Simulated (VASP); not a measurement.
# PbSe (Cmcm) in VASP: a series of runs

PbSe is run at these levels: LDA; tasks: single point.

All numbers are computed with VASP 6.6.1; they aren't measurements. Logs are shortened: lines on timing, memory, paths and dates and some standing lists are left out, and cuts for length are marked.

## (1) The cell of the first run

The structure is orthorhombic, space group Cmcm (No. 63). Conventional cell: a = 4.310 Å, b = 12.268 Å, c = 4.450 Å, α = 90.00°, β = 90.00°, γ = 90.00°. Pb (site symmetry m2m) has 5 Se at 2.82 to 3.10 Å within 3.7 Å. Within 3.7 Å of Se (site symmetry m2m) lie 5 Pb at 2.82 to 3.10 Å.

## (2) Single point, LDA

The input, INCAR:

```
ALGO = Normal
EDIFF = 1E-6
ENCUT = 500
GGA_COMPAT = F
ISIF = 2
ISMEAR = 0
LASPH = T
LCHARG = F
LREAL = F
LWAVE = F
NBANDS = 28
NELM = 120
PREC = Accurate
SIGMA = 0.01
```

The input, KPOINTS:

```
k-points
0
Gamma
  6 6 6
```

The input, POSCAR:

```
PbSe
1.0
    2.1548765900     -6.1339473500      0.0000000000
    2.1548765900      6.1339473500      0.0000000000
    0.0000000000      0.0000000000      4.4504935700
Pb Se
2 2
Direct
    0.6317607300      0.3682392700      0.7500000000
    0.3682392700      0.6317607300      0.2500000000
    0.8612899600      0.1387100400      0.7500000000
    0.1387100400      0.8612899600      0.2500000000
```

Potentials or basis: VASP PAW LDA potentials, release 64 (Pb_d, Se).

Started as:

```bash
$ cat potpaw_LDA.64/Pb_d/POTCAR potpaw_LDA.64/Se/POTCAR > POTCAR
$ mpirun -np 1 vasp_std > vasp.out
```

OUTCAR:

```text
EDIFF = 1E-6
   ENCUT = 500
   ISIF = 2
   ISMEAR = 0
   LASPH = T
   LREAL = F
   NELM = 120
   PREC = Accurate

 ion  position               nearest neighbor table
   1  0.632  0.368  0.750-   3 2.82   4 3.10   4 3.10   4 3.10   4 3.10   2 3.92   2 3.92
   2  0.368  0.632  0.250-   4 2.82   3 3.10   3 3.10   3 3.10   3 3.10   1 3.92   1 3.92
   3  0.861  0.139  0.750-   1 2.82   2 3.10   2 3.10   2 3.10   2 3.10
   4  0.139  0.861  0.250-   2 2.82   1 3.10   1 3.10   1 3.10   1 3.10

  LATTYP: Found a base centered orthorhombic cell.
 ALAT       =     4.3097531800
 B/A-ratio  =     2.8465422932
 C/A-ratio  =     1.0326562530

  Lattice vectors:

 A1 = (   2.1548765900,  -6.1339473500,   0.0000000000)
 A2 = (   2.1548765900,   6.1339473500,   0.0000000000)
 A3 = (   0.0000000000,   0.0000000000,   4.4504935700)

Analysis of symmetry for initial positions (statically):
=====================================================================
 Subroutine PRICEL returns:
 Original cell was already a primitive cell.

 Routine SETGRP: Setting up the symmetry group for a
 base centered orthorhombic supercell.

 Subroutine GETGRP returns: Found  8 space group operations
 (whereof  4 operations were pure point group operations)
 out of a pool of  8 trial point group operations.

The static configuration has the point symmetry C_2h.
 The point group associated with its full space group is D_2h.

Analysis of symmetry for dynamics (positions and initial velocities):
=====================================================================
 Subroutine PRICEL returns:
 Original cell was already a primitive cell.

 Routine SETGRP: Setting up the symmetry group for a
 base centered orthorhombic supercell.

 Subroutine GETGRP returns: Found  8 space group operations
 (whereof  4 operations were pure point group operations)
 out of a pool of  8 trial point group operations.

The dynamic configuration has the point symmetry C_2h.
 The point group associated with its full space group is D_2h.

 Subroutine INISYM returns: Found  8 space group operations
 (whereof  4 operations are pure point group operations),
 and found     1 'primitive' translations

----------------------------------------------------------------------------------------

                                     Primitive cell

  volume of cell :     117.6524

  direct lattice vectors                    reciprocal lattice vectors
     2.154876590 -6.133947350  0.000000000     0.232031849 -0.081513579  0.000000000
     2.154876590  6.133947350  0.000000000     0.232031849  0.081513579  0.000000000
     0.000000000  0.000000000  4.450493570     0.000000000  0.000000000  0.224694179

  length of vectors
     6.501446240  6.501446240  4.450493570     0.245933411  0.245933411  0.224694179

  position of ions in fractional coordinates (direct lattice)
     0.631760730  0.368239270  0.750000000
     0.368239270  0.631760730  0.250000000
     0.861289960  0.138710040  0.750000000
     0.138710040  0.861289960  0.250000000

  ion indices of the primitive-cell ions
   primitive index   ion index
                 1           1
                 2           2
                 3           3
                 4           4

----------------------------------------------------------------------------------------

 KPOINTS: k-points

Automatic generation of k-mesh.
 Grid dimensions read from file:
 generate k-points for:    6    6    6

 Generating k-lattice:

  Cartesian coordinates                     Fractional coordinates (reciprocal lattice)
     0.038671975 -0.013585596  0.000000000     0.166666667  0.000000000  0.000000000
     0.038671975  0.013585596  0.000000000     0.000000000  0.166666667  0.000000000
     0.000000000  0.000000000  0.037449030     0.000000000  0.000000000  0.166666667

  Length of vectors
     0.040988902  0.040988902  0.037449030

  Shift w.r.t. Gamma in fractional coordinates (k-lattice)
     0.000000000  0.000000000  0.000000000

 Subroutine IBZKPT returns following result:
 ===========================================

 Found     52 irreducible k-points:

 Following reciprocal coordinates:
            Coordinates               Weight
  0.000000  0.000000  0.000000      1.000000
  0.166667 -0.000000  0.000000      4.000000
  0.333333 -0.000000  0.000000      4.000000
  0.500000 -0.000000  0.000000      2.000000
  0.166667  0.166667  0.000000      2.000000
  0.333333  0.166667  0.000000      4.000000
[... 16 lines left out ...]
  0.333333  0.333333  0.166667      4.000000
  0.500000  0.333333  0.166667      8.000000
 [... further k-points ...]
   k-points           NKPTS =     52   k-points in BZ     NKDIM =     52   number of bands    NBANDS=     28
   number of dos      NEDOS =    301   number of ions     NIONS =      4
   total plane-waves  NPLWV =  73728
   dimension x,y,z NGX =    48 NGY =   48 NGZ =   32
   dimension x,y,z NGXF=    96 NGYF=   96 NGZF=   64
   ions per type =               2   2
   NGX,Y,Z   is equivalent  to a cutoff of  12.27, 12.27, 11.95 a.u.
   NGXF,Y,Z  is equivalent  to a cutoff of  24.55, 24.55, 23.91 a.u.
 SYSTEM =  unknown system
   PREC   = accura    normal or accurate (medium, high low for compatibility)
   ISTART =      0    job   : 0-new  1-cont  2-samecut
   ICHARG =      2    charge: 1-file 2-atom 10-const
   ISPIN  =      1    spin polarized calculation?
   LNONCOLLINEAR =      F non collinear calculations
   LSORBIT =      F    spin-orbit coupling
   LASPH  =      T    aspherical Exc in radial PAW
   ENCUT  =  500.0 eV  36.75 Ry    6.06 a.u.  11.85 11.85  8.11*2*pi/ulx,y,z
   NELM   =    120;   NELMIN=  2; NELMDL= -5     # of ELM steps
   EDIFF  = 0.1E-05   stopping-criterion for ELM
   LREAL  =      F    real-space projection
   EDIFFG = 0.1E-04   stopping-criterion for IOM
   NSW    =      0    number of steps for IOM
   IBRION =     -1    ionic relax: 0-MD 1-quasi-New 2-CG
   NFREE  =      0    steps in history (QN), initial steepest desc. (CG)
   ISIF   =      2    stress and relaxation
   ISYM   =      2    0-nonsym 1-usesym 2-fastsym
   POTIM  = 0.5000    time-step for ionic-motion
   TEBEG  =    0.0;   TEEND  =   0.0 temperature during run
   PSTRESS=    0.0 pullay stress
   NELECT =      40.0000    total number of electrons
   NUPDOWN=      -1.0000    fix difference up-down
   EMIN   =  10.00;   EMAX   =-10.00  energy-range for DOS
   EFERMI =   0.00;   METHOD = LEGACY
   ISMEAR =     0;   SIGMA  =   0.01  broadening in eV -4-tet -1-fermi 0-gaus
   EFERMI_NEDOS =   21; number of points for ismear=-14 and -15
   IALGO  =     38    algorithm
   IMIX   =      4    mixing-type and parameters
     AMIX     =   0.40;   BMIX     =  1.00
     AMIX_MAG =   1.60;   BMIX_MAG =  1.00
  volume/ion in A,a.u.               =      29.41       198.49
  Fermi-wavevector in a.u.,A,eV,Ry     =   1.142601  2.159203 17.762912  1.305537
  Thomas-Fermi vector in A             =   2.279299
   LORBIT       =      0    0 simple, 1 ext, 2 COOP (PROOUT), +10 PAW based schemes
   GGA     = CA    functional components
   LHFCALC =     F    Hartree Fock is set to
   AEXX    =    0.0000 exact exchange contribution
   IVDW    =     0    specifies the selected vdW correction
   LEPSILON=     F    determine dielectric tensor
   LRPA    =     F    only Hartree local field effects (RPA)
 non-spin polarized calculation
 Gauss-broadening in eV      SIGMA  =   0.01
  energy-cutoff  :      500.00
  volume of cell :      117.65
 maximum number of plane-waves:      3004
   NGX = 23   NGY = 23   NGZ = 17

 number of electron      39.9999996 magnetization

 Free energy of the ion-electron system (eV)
  ---------------------------------------------------
  ext. energy  EPLUGINS =         0.00000000
  ---------------------------------------------------
  free energy    TOTEN  =       -18.63831881 eV

  energy without entropy =      -18.63831881  energy(sigma->0) =      -18.63831881

 E-fermi :   4.1106     XC(G=0):  -9.7414

 val. band max:        4.0682690674   @ k =   0.0000   0.0000   0.5000
 cond. band min:       5.0924850246   @ k =   0.3333   0.3333   0.1667
 fundamental gap:      1.0242159573
 Fermi energy:         4.1106387995

 k-point     1 :       0.0000    0.0000    0.0000
  band No.  band energies     occupation
      1     -12.3171      2.00000
      2     -12.2297      2.00000
      3     -12.2216      2.00000
      4     -12.2203      2.00000
      5     -12.2024      2.00000
      6     -12.1959      2.00000
[... 20 lines left out ...]
     27       9.5301      0.00000
     28      10.9658      0.00000

 k-point     2 :       0.1667   -0.0000    0.0000
  band No.  band energies     occupation
      1     -12.3037      2.00000
      2     -12.2249      2.00000
      3     -12.2213      2.00000
      4     -12.2106      2.00000
      5     -12.2088      2.00000
      6     -12.1975      2.00000
[... 20 lines left out ...]
     27       9.9496      0.00000
     28      11.2342      0.00000

 k-point     3 :       0.3333   -0.0000    0.0000
  band No.  band energies     occupation
      1     -12.2729      2.00000
      2     -12.2254      2.00000
      3     -12.2239      2.00000
      4     -12.2218      2.00000
      5     -12.1987      2.00000
      6     -12.1966      2.00000
[... 20 lines left out ...]
     27      11.6085      0.00000
     28      11.9350      0.00000

 k-point     4 :       0.5000   -0.0000    0.0000
  band No.  band energies     occupation
      1     -12.2455      2.00000
      2     -12.2391      2.00000
      3     -12.2291      2.00000
      4     -12.2285      2.00000
      5     -12.1996      2.00000
      6     -12.1943      2.00000
[... 578 lines left out ...]
     27       9.6795      0.00000
     28      11.2359      0.00000

 k-point    23 :       0.3333    0.3333    0.1667
  band No.  band energies     occupation
      1     -12.2756      2.00000
      2     -12.2455      2.00000
      3     -12.2230      2.00000
      4     -12.2116      2.00000
      5     -12.2004      2.00000
      6     -12.1962      2.00000
[... 20 lines left out ...]
     27      10.9911      0.00000
     28      11.6816      0.00000

 k-point    24 :       0.5000    0.3333    0.1667
  band No.  band energies     occupation
      1     -12.2924      2.00000
      2     -12.2252      2.00000
      3     -12.2193      2.00000
      4     -12.2100      2.00000
      5     -12.2014      2.00000
      6     -12.1993      2.00000
[... 20 lines left out ...]
     27      10.9567      0.00000
     28      11.3125      0.00000

 [... further k-points ...]

------------------------ aborting loop because EDIFF is reached ----------------------------------------

  FORCE on cell =-STRESS in cart. coord.  units (eV):
  Direction    XX          YY          ZZ          XY          YZ          ZX
  --------------------------------------------------------------------------------------
  -------------------------------------------------------------------------------------
  Total       -2.3966852     -2.0678846     -2.5138806      0.0000000      0.0000000      0.0000000
  in kB      -32.6378065    -28.1602345    -34.2337600      0.0000000      0.0000000      0.0000000
  external PRESSURE =     -31.6772670 kB  Pullay stress =       0.0000000 kB

 VOLUME and BASIS-vectors are now :
 -----------------------------------------------------------------------------
  energy-cutoff  :      500.00
  volume of cell :      117.65
      direct lattice vectors                 reciprocal lattice vectors
     2.154876590 -6.133947350  0.000000000     0.232031849 -0.081513579  0.000000000
     2.154876590  6.133947350  0.000000000     0.232031849  0.081513579  0.000000000
     0.000000000  0.000000000  4.450493570     0.000000000  0.000000000  0.224694179

 POSITION                                       TOTAL-FORCE (eV/Angst)
 -----------------------------------------------------------------------------------
      2.15488     -1.61643      3.33787         0.000000     -0.075243     -0.000000
      2.15488      1.61643      1.11262         0.000000      0.075243      0.000000
      2.15488     -4.43227      3.33787         0.000000      0.013227     -0.000000
      2.15488      4.43227      1.11262         0.000000     -0.013227     -0.000000
 -----------------------------------------------------------------------------------
    total drift:                                0.000000     -0.000000     -0.000000

  FREE ENERGIE OF THE ION-ELECTRON SYSTEM (eV)
  ---------------------------------------------------
  free  energy   TOTEN  =       -18.6383188090 eV

  energy  without entropy=      -18.6383188090  energy(sigma->0) =      -18.63831881
```

It took 68 s on 1 thread of Intel Xeon 6975P-C (Granite Rapids), shared host; peak memory 0.3 GiB.

Results:

* Free energy: -18.6383 eV
* Pressure: -3.2 GPa
* Largest force: 0.075 eV/Å
* Band gap on the k mesh: 1.02 eV (least direct gap 1.14 eV)

Forces on the atoms (eV/Å):
```
Pb   0.000 -0.075  0.000
Pb   0.000  0.075  0.000
Se   0.000  0.013  0.000
Se   0.000 -0.013  0.000
```

Levels at points of the mesh, in eV from the valence-band top:
```csv
k point,band 17,band 18,band 19,band 20,band 21,band 22,band 23,band 24
"(0.00, 0.00, 0.00)",-2.12,-1.51,-1.25,-0.35,4.41,4.45,4.63,5.26
"(0.50, 0.00, 0.00)",-1.14,-0.87,-0.44,-0.22,1.46,1.59,1.82,2.67
"(0.50, 0.50, 0.00)",-1.77,-1.68,-1.04,-0.54,1.09,4.24,4.40,4.58
"(0.00, 0.00, 0.50)",-0.82,-0.82,0.00,0.00,1.48,1.48,2.32,2.32
"(0.50, 0.00, 0.50)",-3.03,-3.03,-1.23,-1.23,3.12,3.12,5.39,5.39
"(0.50, 0.50, 0.50)",-0.93,-0.93,-0.39,-0.39,1.28,1.28,2.78,2.78
```

Caveat: the cell stands under tension; spin-orbit coupling is left out, which moves the levels of the heavy elements. A k mesh can miss the band edges.

## (3) Single point, LDA, non-collinear spin, zero start, spin-orbit coupling

The input, INCAR:

```
PREC = Accurate ; ENCUT = 500
EDIFF = 1E-6 ; ISMEAR = 0
SIGMA = 0.01 ; LREAL = F
LASPH = T ; NELM = 200
ALGO = Normal ; ISIF = 2
LWAVE = F ; LCHARG = T
MAGMOM = 0 0 0 0 0 0 0 0 0 0 0 0 ; LORBIT = 11
LSORBIT = T ; GGA_COMPAT = F
LORBMOM = T ; GGA = CA
LVHAR = T ; NBANDS = 54
```

The input, KPOINTS:

```
regular mesh
0
Gamma
  6 6 6
```

POSCAR is that of step 2.

Potentials or basis: VASP PAW LDA potentials, release 64 (Pb_d, Se).

Started as:

```bash
$ cat potpaw_LDA.64/Pb_d/POTCAR potpaw_LDA.64/Se/POTCAR > POTCAR
$ mpirun -np 1 vasp_ncl > vasp.out
```

OUTCAR:

```text
PREC = Accurate
   ENCUT = 500
   EDIFF = 1E-6
   ISMEAR = 0
   LREAL = F
   LASPH = T
   NELM = 200
   ISIF = 2
   LORBIT = 11
   LSORBIT = T
   GGA = CA

 ion  position               nearest neighbor table
   1  0.632  0.368  0.750-   3 2.82   4 3.10   4 3.10   4 3.10   4 3.10   2 3.92   2 3.92
   2  0.368  0.632  0.250-   4 2.82   3 3.10   3 3.10   3 3.10   3 3.10   1 3.92   1 3.92
   3  0.861  0.139  0.750-   1 2.82   2 3.10   2 3.10   2 3.10   2 3.10
   4  0.139  0.861  0.250-   2 2.82   1 3.10   1 3.10   1 3.10   1 3.10

  LATTYP: Found a base centered orthorhombic cell.
 ALAT       =     4.3097531800
 B/A-ratio  =     2.8465422932
 C/A-ratio  =     1.0326562530

[... 1679 lines left out ...]
     0.0000000     0.0000000     0.0000000     0.0000000     0.0000000     0.0000000     0.0000000
     0.0000000     0.0000000     0.0000000     0.0000000     0.0000000     0.0000000     0.0000000
     0.0000000     0.0000000     0.0000000     0.0000000     0.0000000     0.0000000     0.0000000
     0.0000000     0.0000000     0.0000000     0.0000000     0.0000000     0.0000000     0.0000000

 total charge

# of ion       s       p       d       tot
------------------------------------------
    1        1.442   0.598   9.833  11.873
    2        1.442   0.598   9.833  11.873
    3        1.477   2.298   0.017   3.792
    4        1.477   2.298   0.017   3.792
--------------------------------------------------
tot          5.838   5.792  19.700  31.330

 magnetization (x)

# of ion       s       p       d       tot
------------------------------------------
    1        0.000   0.000   0.000   0.000
    2        0.000   0.000   0.000   0.000
    3        0.000   0.000   0.000   0.000
    4        0.000   0.000   0.000   0.000
--------------------------------------------------
tot          0.000   0.000   0.000   0.000

 magnetization (y)

# of ion       s       p       d       tot
------------------------------------------
    1        0.000   0.000   0.000   0.000
    2        0.000   0.000   0.000   0.000
    3        0.000   0.000   0.000   0.000
    4        0.000   0.000   0.000   0.000
--------------------------------------------------
tot          0.000   0.000   0.000   0.000

 magnetization (z)

# of ion       s       p       d       tot
------------------------------------------
    1        0.000   0.000   0.000   0.000
    2        0.000   0.000   0.000   0.000
    3        0.000   0.000   0.000   0.000
    4        0.000   0.000   0.000   0.000
--------------------------------------------------
tot          0.000   0.000   0.000   0.000
```

OSZICAR:

```text
N       E                     dE             d eps       ncg     rms          rms(c)
DAV:   1     0.450282597011E+03    0.45028E+03   -0.17406E+04  5616   0.151E+03
DAV:   2     0.419249647644E+02   -0.40836E+03   -0.39207E+03  5638   0.420E+02
DAV:   3    -0.161373603038E+02   -0.58062E+02   -0.54998E+02  7028   0.186E+02
DAV:   4    -0.199146142702E+02   -0.37773E+01   -0.37150E+01  6904   0.484E+01
DAV:   5    -0.200567355411E+02   -0.14212E+00   -0.14181E+00  7032   0.972E+00    0.399E+00
DAV:   6    -0.195433996884E+02    0.51334E+00   -0.60349E-01  7986   0.765E+00    0.211E+00
DAV:   7    -0.195393829646E+02    0.40167E-02   -0.27429E-01  7592   0.243E+00    0.120E+00
DAV:   8    -0.195347077372E+02    0.46752E-02   -0.22273E-02  7854   0.146E+00    0.556E-01
DAV:   9    -0.195342724346E+02    0.43530E-03   -0.37228E-03  6994   0.414E-01    0.166E-01
DAV:  10    -0.195338100028E+02    0.46243E-03   -0.13818E-03  7834   0.395E-01    0.506E-02
DAV:  11    -0.195338424093E+02   -0.32407E-04   -0.27965E-04  6822   0.108E-01    0.175E-02
DAV:  12    -0.195338420638E+02    0.34552E-06   -0.16336E-05  8660   0.356E-02    0.730E-03
DAV:  13    -0.195338419506E+02    0.11323E-06   -0.30856E-06  5770   0.148E-02
   1 F= -.19533842E+02 E0= -.19533842E+02  d E =-.131762E-13  mag=    -0.0000     0.0000    -0.0000
```

stdout:

```text
POSCAR found type information on POSCAR PbSe
 POSCAR found :  2 types and       4 ions
 scaLAPACK will be used
 LDA part: xc-table for (Slater(with rela. corr.)+CA(PZ))
 , standard interpolation
 POSCAR, INCAR and KPOINTS ok, starting setup
 FFT: planning ... GRIDC
 FFT: planning ... GRID_SOFT
 FFT: planning ... GRID
 WAVECAR not read
 entering main loop
```

It took 5 min on 1 thread of Intel Xeon 6975P-C (Granite Rapids), shared host; peak memory 0.67 GiB.

What came out:

- Free energy: -19.5338 eV
- Pressure: -3.2 GPa
- Largest force: 0.111 eV/Å
- Net moment: 0.00 μB per cell
- Valence electrons inside the program's atomic spheres: Pb 11.87; Se 3.79

Forces on the atoms (eV/Å):
```
Pb   0.000 -0.111  0.000
Pb   0.000  0.111  0.000
Se   0.000  0.042  0.000
Se   0.000 -0.042  0.000
```

Moments on the atoms (μB; x, y, z):
```
Pb  0.00 0.00 0.00
Pb  0.00 0.00 0.00
Se  0.00 0.00 0.00
Se  0.00 0.00 0.00
```

Caveat: the cell stands under tension.
